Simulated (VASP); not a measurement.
# ZnS (R3m) in VASP: single point with PBEsol

Aim: the single point of ZnS with PBEsol.

All numbers are computed with VASP 6.6.1; they aren't measurements. Logs are shortened: lines on timing, memory, paths and dates and some standing lists are left out, and cuts for length are marked.

**1. The cell of the first run**

The structure is trigonal, space group R3m (No. 160). The conventional cell has a = 3.830 Å, b = 3.830 Å, c = 46.880 Å, α = 90.00°, β = 90.00°, γ = 120.00°. Within 3.1 Å of Zn (site symmetry 3m) lie 4 S at 2.34 to 2.35 Å. Within 3.1 Å of Zn (site symmetry 3m) lie 4 S at 2.34 to 2.35 Å. Within 3.1 Å of Zn (site symmetry 3m) lie 4 S at 2.34 to 2.35 Å. Zn (site symmetry 3m) has 4 S at 2.34 to 2.35 Å within 3.1 Å. Within 3.1 Å of Zn (site symmetry 3m) lie 4 S at 2.34 to 2.35 Å. S (site symmetry 3m) has 4 Zn at 2.34 to 2.35 Å within 3.1 Å. S (site symmetry 3m) has 4 Zn at 2.34 to 2.35 Å within 3.1 Å. S (site symmetry 3m) has 4 Zn at 2.34 to 2.35 Å within 3.1 Å.

**2. Single point, PBEsol**

Input file INCAR:

```
SYSTEM = ZnS
PREC = Accurate ; ENCUT = 520
EDIFF = 1E-6 ; ISMEAR = 0
SIGMA = 0.01 ; LREAL = .FALSE.
LASPH = .TRUE. ; NELM = 60
ALGO = Normal ; ISIF = 2
LWAVE = .FALSE. ; LCHARG = .FALSE.
GGA = PS ; NBANDS = 56
```

Input file KPOINTS:

```
regular mesh
0
G
  5 5 5
  0 0 0
```

Input file POSCAR:

```
ZnS
1.0
    1.9150000000      1.1056260000     15.6266630000
   -1.9150000000      1.1056260000     15.6266630000
    0.0000000000     -2.2112520000     15.6266630000
Zn S
5 5
Direct
    0.0000000000      0.0000000000      0.0000000000
    0.7333370000      0.7333370000      0.7333370000
    0.4666630000      0.4666630000      0.4666630000
    0.8666670000      0.8666670000      0.8666670000
    0.6000030000      0.6000030000      0.6000030000
    0.0500000000      0.0500000000      0.0500000000
    0.7833370000      0.7833370000      0.7833370000
    0.5166630000      0.5166630000      0.5166630000
    0.9166670000      0.9166670000      0.9166670000
    0.6500030000      0.6500030000      0.6500030000
```

Potentials or basis: VASP PAW PBE potentials, release 64 (Zn, S).

Launch:

```
$ cat potpaw_PBE.64/Zn/POTCAR potpaw_PBE.64/S/POTCAR > POTCAR
$ mpirun -np 1 vasp_std > vasp.out
```

OUTCAR:

```text
SYSTEM = ZnS
   PREC = Accurate
   ENCUT = 520
   EDIFF = 1E-6
   ISMEAR = 0
   LREAL = .FALSE.
   LASPH = .TRUE.
   NELM = 60
   ISIF = 2
   GGA = PS

 ion  position               nearest neighbor table
   1  0.000  0.000  0.000-   6 2.34  10 2.35  10 2.35  10 2.35
   2  0.733  0.733  0.733-   7 2.34   6 2.35   6 2.35   6 2.35
   3  0.467  0.467  0.467-   8 2.34   7 2.35   7 2.35   7 2.35
   4  0.867  0.867  0.867-   9 2.34   8 2.35   8 2.35   8 2.35
   5  0.600  0.600  0.600-  10 2.34   9 2.35   9 2.35   9 2.35
   6  0.050  0.050  0.050-   1 2.34   2 2.35   2 2.35   2 2.35
   7  0.783  0.783  0.783-   2 2.34   3 2.35   3 2.35   3 2.35
   8  0.517  0.517  0.517-   3 2.34   4 2.35   4 2.35   4 2.35
   9  0.917  0.917  0.917-   4 2.34   5 2.35   5 2.35   5 2.35
  10  0.650  0.650  0.650-   5 2.34   1 2.35   1 2.35   1 2.35

  LATTYP: Found a trigonal (rhomboedric) cell.
 ALAT       =    15.7823391919
 COS(alpha) =     0.9705540925

  Lattice vectors:

 A1 = (   1.9150000000,   1.1056260000,  15.6266630000)
 A2 = (  -1.9150000000,   1.1056260000,  15.6266630000)
 A3 = (   0.0000000000,  -2.2112520000,  15.6266630000)

Analysis of symmetry for initial positions (statically):
=====================================================================
 Subroutine PRICEL returns:
 Original cell was already a primitive cell.

 Routine SETGRP: Setting up the symmetry group for a
 trigonal (rhombohedral) supercell.

 Subroutine GETGRP returns: Found  6 space group operations
 (whereof  6 operations were pure point group operations)
 out of a pool of 12 trial point group operations.

The static configuration has the point symmetry C_3v.

Analysis of symmetry for dynamics (positions and initial velocities):
=====================================================================
 Subroutine PRICEL returns:
 Original cell was already a primitive cell.

 Routine SETGRP: Setting up the symmetry group for a
 trigonal (rhombohedral) supercell.

 Subroutine GETGRP returns: Found  6 space group operations
 (whereof  6 operations were pure point group operations)
 out of a pool of 12 trial point group operations.

The dynamic configuration has the point symmetry C_3v.

 Subroutine INISYM returns: Found  6 space group operations
 (whereof  6 operations are pure point group operations),
 and found     1 'primitive' translations

----------------------------------------------------------------------------------------

                                     Primitive cell

  volume of cell :     198.5155

  direct lattice vectors                    reciprocal lattice vectors
     1.915000000  1.105626000 15.626663000     0.261096606  0.150744164  0.021331063
    -1.915000000  1.105626000 15.626663000    -0.261096606  0.150744164  0.021331063
     0.000000000 -2.211252000 15.626663000     0.000000000 -0.301488327  0.021331063

  length of vectors
    15.782339192 15.782339192 15.782339241     0.302242046  0.302242046  0.302241999

  position of ions in fractional coordinates (direct lattice)
     0.000000000  0.000000000  0.000000000
     0.733337000  0.733337000  0.733337000
     0.466663000  0.466663000  0.466663000
     0.866667000  0.866667000  0.866667000
     0.600003000  0.600003000  0.600003000
     0.050000000  0.050000000  0.050000000
     0.783337000  0.783337000  0.783337000
     0.516663000  0.516663000  0.516663000
     0.916667000  0.916667000  0.916667000
     0.650003000  0.650003000  0.650003000

  ion indices of the primitive-cell ions
   primitive index   ion index
                 1           1
                 2           2
                 3           3
                 4           4
                 5           5
                 6           6
                 7           7
                 8           8
                 9           9
                10          10

----------------------------------------------------------------------------------------

 KPOINTS: regular mesh

Automatic generation of k-mesh.
 Grid dimensions read from file:
 generate k-points for:    5    5    5

 Generating k-lattice:

  Cartesian coordinates                     Fractional coordinates (reciprocal lattice)
     0.052219321  0.030148833  0.004266213     0.200000000  0.000000000  0.000000000
    -0.052219321  0.030148833  0.004266213     0.000000000  0.200000000  0.000000000
     0.000000000 -0.060297665  0.004266213     0.000000000  0.000000000  0.200000000

  Length of vectors
     0.060448409  0.060448409  0.060448400

  Shift w.r.t. Gamma in fractional coordinates (k-lattice)
     0.000000000  0.000000000  0.000000000

 Subroutine IBZKPT returns following result:
 ===========================================

 Found     19 irreducible k-points:

 Following reciprocal coordinates:
            Coordinates               Weight
  0.000000  0.000000  0.000000      1.000000
  0.200000 -0.000000  0.000000      6.000000
  0.400000  0.000000 -0.000000      6.000000
  0.200000  0.200000  0.000000      6.000000
  0.400000  0.200000 -0.000000     12.000000
 -0.400000  0.200000  0.000000     12.000000
[... 11 lines left out ...]
  0.400000  0.400000  0.400000      2.000000
 -0.400000  0.400000  0.400000      6.000000
   k-points           NKPTS =     19   k-points in BZ     NKDIM =     19   number of bands    NBANDS=     56
   number of dos      NEDOS =    301   number of ions     NIONS =     10
   total plane-waves  NPLWV = ******
   dimension x,y,z NGX =   120 NGY =  120 NGZ =  120
   dimension x,y,z NGXF=   240 NGYF=  240 NGZF=  240
   ions per type =               5   5
   NGX,Y,Z   is equivalent  to a cutoff of  12.64, 12.64, 12.64 a.u.
   NGXF,Y,Z  is equivalent  to a cutoff of  25.28, 25.28, 25.28 a.u.
 SYSTEM =  ZnS
   PREC   = accura    normal or accurate (medium, high low for compatibility)
   ISTART =      0    job   : 0-new  1-cont  2-samecut
   ICHARG =      2    charge: 1-file 2-atom 10-const
   ISPIN  =      1    spin polarized calculation?
   LNONCOLLINEAR =      F non collinear calculations
   LSORBIT =      F    spin-orbit coupling
   LASPH  =      T    aspherical Exc in radial PAW
   ENCUT  =  520.0 eV  38.22 Ry    6.18 a.u.  29.34 29.34 29.34*2*pi/ulx,y,z
   NELM   =     60;   NELMIN=  2; NELMDL= -5     # of ELM steps
   EDIFF  = 0.1E-05   stopping-criterion for ELM
   LREAL  =      F    real-space projection
   EDIFFG = 0.1E-04   stopping-criterion for IOM
   NSW    =      0    number of steps for IOM
   IBRION =     -1    ionic relax: 0-MD 1-quasi-New 2-CG
   NFREE  =      0    steps in history (QN), initial steepest desc. (CG)
   ISIF   =      2    stress and relaxation
   ISYM   =      2    0-nonsym 1-usesym 2-fastsym
   POTIM  = 0.5000    time-step for ionic-motion
   TEBEG  =    0.0;   TEEND  =   0.0 temperature during run
   PSTRESS=    0.0 pullay stress
   NELECT =      90.0000    total number of electrons
   NUPDOWN=      -1.0000    fix difference up-down
   EMIN   =  10.00;   EMAX   =-10.00  energy-range for DOS
   EFERMI =   0.00;   METHOD = LEGACY
   ISMEAR =     0;   SIGMA  =   0.01  broadening in eV -4-tet -1-fermi 0-gaus
   EFERMI_NEDOS =   21; number of points for ismear=-14 and -15
   IALGO  =     38    algorithm
   IMIX   =      4    mixing-type and parameters
     AMIX     =   0.40;   BMIX     =  1.00
     AMIX_MAG =   1.60;   BMIX_MAG =  1.00
  volume/ion in A,a.u.               =      19.85       133.96
  Fermi-wavevector in a.u.,A,eV,Ry     =   1.257643  2.376601 21.519883  1.581667
  Thomas-Fermi vector in A             =   2.391292
   LORBIT       =      0    0 simple, 1 ext, 2 COOP (PROOUT), +10 PAW based schemes
   GGA     = PS    functional components
   LHFCALC =     F    Hartree Fock is set to
   AEXX    =    0.0000 exact exchange contribution
   IVDW    =     0    specifies the selected vdW correction
   LEPSILON=     F    determine dielectric tensor
   LRPA    =     F    only Hartree local field effects (RPA)
 non-spin polarized calculation
 Gauss-broadening in eV      SIGMA  =   0.01
  energy-cutoff  :      520.00
  volume of cell :      198.52
 maximum number of plane-waves:      5376
 NGX is ok and might be reduce to   120
   NGX = 59   NGY = 59   NGZ = 59

 number of electron      89.9999973 magnetization

 Free energy of the ion-electron system (eV)
  ---------------------------------------------------
  ext. energy  EPLUGINS =         0.00000000
  ---------------------------------------------------
  free energy    TOTEN  =       -37.85395947 eV

  energy without entropy =      -37.85395947  energy(sigma->0) =      -37.85395947

 E-fermi :   2.0184     XC(G=0):  -9.8123

 val. band max:        1.9684197696   @ k =   0.0000   0.0000   0.0000
 cond. band min:       3.9814872589   @ k =   0.0000   0.0000   0.0000
 fundamental gap:      2.0130674892
 Fermi energy:         2.0183626559

 k-point     1 :       0.0000    0.0000    0.0000
  band No.  band energies     occupation
      1     -11.1580      2.00000
      2     -10.8704      2.00000
      3     -10.8648      2.00000
      4     -10.3219      2.00000
      5     -10.3162      2.00000
      6      -4.3848      2.00000
[... 48 lines left out ...]
     55       8.4373      0.00000
     56       8.4416      0.00000

 k-point     2 :       0.2000   -0.0000    0.0000
  band No.  band energies     occupation
      1     -10.9002      2.00000
      2     -10.6714      2.00000
      3     -10.6115      2.00000
      4     -10.1909      2.00000
      5     -10.1476      2.00000
      6      -4.4076      2.00000
[... 48 lines left out ...]
     55       8.6272      0.00000
     56       8.7607      0.00000

 k-point     3 :       0.4000    0.0000   -0.0000
  band No.  band energies     occupation
      1     -10.3636      2.00000
      2     -10.2301      2.00000
      3     -10.1841      2.00000
      4      -9.9672      2.00000
      5      -9.9408      2.00000
      6      -4.4052      2.00000
[... 877 lines left out ...]
 k-point    18 :       0.4000    0.4000    0.4000
  band No.  band energies     occupation
      1     -11.1083      2.00000
      2     -11.0475      2.00000
      3     -10.6382      2.00000
      4     -10.5204      2.00000
      5     -10.2169      2.00000
      6      -4.3888      2.00000
[... 48 lines left out ...]
     55       8.3130      0.00000
     56       8.3130      0.00000

 k-point    19 :      -0.4000    0.4000    0.4000
  band No.  band energies     occupation
      1     -10.8418      2.00000
      2     -10.8212      2.00000
      3     -10.4083      2.00000
      4     -10.3707      2.00000
      5     -10.0795      2.00000
      6      -4.4020      2.00000
[... 48 lines left out ...]
     55       8.5591      0.00000
     56       8.8541      0.00000

------------------------ aborting loop because EDIFF is reached ----------------------------------------

  FORCE on cell =-STRESS in cart. coord.  units (eV):
  Direction    XX          YY          ZZ          XY          YZ          ZX
  --------------------------------------------------------------------------------------
  -------------------------------------------------------------------------------------
  Total       -2.7635050     -2.7635062     -2.3594469      0.0000000     -0.0000000      0.0000000
  in kB      -22.3036695    -22.3036790    -19.0426016      0.0000000     -0.0000000      0.0000000
  external PRESSURE =     -21.2166500 kB  Pullay stress =       0.0000000 kB

 VOLUME and BASIS-vectors are now :
 -----------------------------------------------------------------------------
  energy-cutoff  :      520.00
  volume of cell :      198.52
      direct lattice vectors                 reciprocal lattice vectors
     1.915000000  1.105626000 15.626663000     0.261096606  0.150744164  0.021331063
    -1.915000000  1.105626000 15.626663000    -0.261096606  0.150744164  0.021331063
     0.000000000 -2.211252000 15.626663000     0.000000000 -0.301488327  0.021331063

 POSITION                                       TOTAL-FORCE (eV/Angst)
 -----------------------------------------------------------------------------------
      0.00000      0.00000      0.00000         0.000000      0.000000     -0.004290
      0.00000      0.00000     34.37883         0.000000      0.000000     -0.000583
      0.00000      0.00000     21.87716         0.000000      0.000000     -0.012173
      0.00000      0.00000     40.62934         0.000000      0.000000     -0.005593
      0.00000      0.00000     28.12813         0.000000      0.000000     -0.005787
      0.00000      0.00000      2.34400         0.000000     -0.000000      0.030886
      0.00000      0.00000     36.72283         0.000000     -0.000000     -0.021936
      0.00000      0.00000     24.22116         0.000000     -0.000000      0.010003
      0.00000      0.00000     42.97334         0.000000      0.000000      0.005100
      0.00000      0.00000     30.47213         0.000000      0.000000      0.004373
 -----------------------------------------------------------------------------------
    total drift:                               -0.000000      0.000013     -0.001018

  FREE ENERGIE OF THE ION-ELECTRON SYSTEM (eV)
  ---------------------------------------------------
  free  energy   TOTEN  =       -37.8539594655 eV

  energy  without entropy=      -37.8539594655  energy(sigma->0) =      -37.85395947
```

Run time: 78 min. Hardware: 1 thread of AMD EPYC 7R13 (Zen 3), shared host; peak memory 2.5 GiB.

What came out:

- Free energy: -37.8540 eV
- Pressure: -2.1 GPa
- Largest force: 0.031 eV/Å
- Band gap on the k mesh: 2.01 eV

Forces in eV/Å, atoms in the order of the input:
```
Zn   0.000  0.000 -0.004
Zn   0.000  0.000 -0.001
Zn   0.000  0.000 -0.012
Zn   0.000  0.000 -0.006
Zn   0.000  0.000 -0.006
S    0.000  0.000  0.031
S    0.000  0.000 -0.022
S    0.000  0.000  0.010
S    0.000  0.000  0.005
S    0.000  0.000  0.004
```

Levels at points of the mesh, in eV from the valence-band top:
| k point | band 41 | band 42 | band 43 | band 44 | band 45 | band 46 | band 47 | band 48 | band 49 | band 50 |
| --- | --- | --- | --- | --- | --- | --- | --- | --- | --- | --- |
| (0.00, 0.00, 0.00) | -0.33 | -0.33 | -0.05 | 0.00 | 0.00 | 2.01 | 3.02 | 3.11 | 3.31 | 3.41 |

Caveat: the PAW data sets were made with another functional, which shifts forces and pressure a little.
